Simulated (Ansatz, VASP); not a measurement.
# ZnS: VASP beside Ansatz

```
Zn S
1.0
     0.00000    2.69410    2.69410
     2.69410    0.00000    2.69410
     2.69410    2.69410    0.00000
Zn S
1 1
Direct
  0.25000 0.25000 0.25000
  0.00000 0.00000 0.00000
```

Alike in both runs: task single point; functional r2SCAN; k mesh 8 × 8 × 8; no spin polarisation.

|  | VASP | Ansatz |
| --- | --- | --- |
| version | VASP 6.6.1 | Ansatz 0.2.0 |
| potentials or method | VASP PAW PBE potentials, release 64 (Zn, S) | plane waves, PAW |
| plane-wave cutoff (eV) | 520 | 500 |
| occupations | gaussian, width 0.01 eV | fixed |
| valence electrons in the cell | 18 | 18 |

|  | VASP | Ansatz | Ansatz less VASP |
| --- | --- | --- | --- |
| gap on the k mesh at the Fermi level (eV) | 2.72 | 2.71 | -0.010 |
| pressure (GPa) | 0.0 | 0.0 | 0.00 |

VASP's potentials were made for PBE, not for r2SCAN.
